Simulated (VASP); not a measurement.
Runs of VASP 6.6.1 on Ta2N. The structure is that of space group P-3m1 (No. 164), or close to it. The cells are those of the table. 

```csv
cell,gap on the mesh (eV),pressure (GPa),largest force (eV/Å)
"a = 2.946, b = 2.946, c = 5.126 Å, angles 90.0, 90.0, 120.0°, 3 atoms",none,18.7,1.12
"a = 3.024, b = 3.024, c = 4.760 Å, angles 90.0, 90.0, 120.0°, 3 atoms",none,25.9,0.54
"a = 2.946, b = 2.946, c = 5.004 Å, angles 90.0, 90.0, 120.0°, 3 atoms",none,27.3,1.18
"a = 2.946, b = 2.946, c = 4.760 Å, angles 90.0, 90.0, 120.0°, 3 atoms",none,(a),1.22
"a = 2.946, b = 2.946, c = 4.882 Å, angles 90.0, 90.0, 120.0°, 3 atoms",none,37.1,1.21
"a = 2.946, b = 2.946, c = 4.638 Å, angles 90.0, 90.0, 120.0°, 3 atoms",none,61.4,1.21
"a = 3.024, b = 3.024, c = 4.638 Å, angles 90.0, 90.0, 120.0°, 3 atoms",none,(b),0.49
```

Alike in all rows: task single point; level PBE; potentials or basis VASP PAW PBE potentials, release 64 (Ta_pv, N); no spin polarisation; k mesh 18 × 18 × 10; cutoff (eV) 520; smearing gaussian 0.15 eV.

Problem. Fill in the values left out.

Solution. (a) 48.4; (b) 36.7.

Caveats: spin-orbit coupling is left out, which moves the levels of the heavy elements; forces of over 1 eV/Å act on the atoms, so gaps and moduli don't describe the material at rest (at least some runs); the cell stands under pressure (at least some runs); the stress differs along the axes, from 4 to 26 GPa (at least some runs); the stress differs along the axes, from 16 to 33 GPa (at least some runs); the stress differs along the axes, from 44 to 51 GPa (at least some runs); the stress differs along the axes, from 29 to 41 GPa (at least some runs).

A k mesh can miss the band edges, and the runs leave out spin-orbit coupling on Ta.

A gap of «none» marks levels without a gap at the run's occupations.
